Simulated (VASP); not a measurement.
Wanted: the native input for a VASP 6.6.1 run.

* Task: single point
* Functional: r2SCAN
* Potentials or basis: VASP PAW PBE potentials, release 64 (Mg, O)
* Cutoff: 520 eV
* k mesh: 10 × 10 × 10
* Occupations: gaussian, width 0.05 eV
* Spin: no spin polarisation
* Dipole correction: no
* Further INCAR settings: ALGO = Normal; EDIFF = 1e-06; NBANDS = 11

Crystal: MgO.

```
CELL_PARAMETERS angstrom
0.00000 2.13515 2.13515
2.13515 0.00000 2.13515
2.13515 2.13515 0.00000
ATOMIC_POSITIONS crystal
Mg 0.00000 0.00000 0.00000
O 0.52342 0.52342 0.47658
```

This cell differs from its parent crystal: all O atoms moved -0.100 Å, as atom 2 towards its neighbour atom 1 (Mg) at 2.135 Å.

These files were run (other wordings do the same):

POSCAR

```
MgO
1.0
    0.0000000000      2.1351500000      2.1351500000
    2.1351500000      0.0000000000      2.1351500000
    2.1351500000      2.1351500000      0.0000000000
Mg O
1 1
Direct
    0.0000000000      0.0000000000      0.0000000000
    0.5234175585      0.5234175585      0.4765824415
```

INCAR.step1

```
SYSTEM = MgO
ALGO = Normal
EDIFF = 1E-4
ENCUT = 520
GGA = PE
ISMEAR = 0
LASPH = .TRUE.
LCHARG = .FALSE.
LREAL = .FALSE.
LWAVE = .TRUE.
NBANDS = 11
NELM = 80
PREC = Accurate
SIGMA = 0.05
```

INCAR.step2

```
SYSTEM = MgO
ALGO = Normal
EDIFF = 1E-6
ENCUT = 520
ISIF = 2
ISMEAR = 0
ISTART = 1
LASPH = .TRUE.
LCHARG = .TRUE.
LELF = .TRUE.
LMIXTAU = .TRUE.
LREAL = .FALSE.
LVHAR = .TRUE.
LWAVE = .FALSE.
METAGGA = R2SCAN
NBANDS = 11
NELM = 80
PREC = Accurate
SIGMA = 0.05
```

KPOINTS

```
k-points
0
G
  10 10 10
  0 0 0
```

Potentials or basis: VASP PAW PBE potentials, release 64 (Mg, O).

Run with:

```console
$ cat potpaw_PBE.64/Mg/POTCAR potpaw_PBE.64/O/POTCAR > POTCAR
$ cp INCAR.step1 INCAR
$ mpirun -np 1 vasp_std > vasp.out
$ cp INCAR.step2 INCAR
$ mpirun -np 1 vasp_std > vasp.out
```

It gave:

```yaml
Pressure: -7.3 GPa
Largest_force: 0.483 eV/Å
Band_gap_on_the_k_mesh: 5.19 eV, direct
```

Caveat: the cell differs from its parent crystal (all O atoms moved -0.100 Å, as atom 2 towards its neighbour atom 1 (Mg) at 2.135 Å); the PAW data sets were made with another functional, which shifts forces and pressure a little.

It took 25 s on 1 thread of Intel(R) Xeon(R) 6975P-C (Granite Rapids) (shared host), peak memory 0.16 GiB.
